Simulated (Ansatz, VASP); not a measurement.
## C in VASP and in Ansatz

```
C
1.0
     2.50320    0.00000    0.00000
    -1.25160    2.16783    0.00000
     0.00000    0.00000    4.16887
C
4
Direct
  0.33333 0.66667 0.00023
  0.66667 0.33333 0.50023
  0.33333 0.66667 0.37477
  0.66667 0.33333 0.87477
```

Alike in both runs: task single point; functional PBE; k mesh 12 × 12 × 6; occupations fermi-dirac, width 0.02 eV; no spin polarisation.

|  | VASP | Ansatz |
| --- | --- | --- |
| version | VASP 6.6.1 | Ansatz 0.2.0 |
| potentials or method | VASP PAW PBE potentials, release 64 (C) | plane waves, PAW |
| plane-wave cutoff (eV) | 520 | 420 |
| valence electrons in the cell | 16 | 16 |

```tsv
	VASP	Ansatz	Ansatz less VASP
gap on the k mesh at the Fermi level (eV)	3.31	3.32	+0.013
pressure (GPa)	4.8	4.2	-0.69
traceless stress, the component that is largest in VASP (GPa)	-0.55	-0.45	+0.098
rms of the force components (eV/Å)	0.009	0.007	-0.0025
```

Atom by atom the forces differ by 0.003 eV/Å (rms over components).
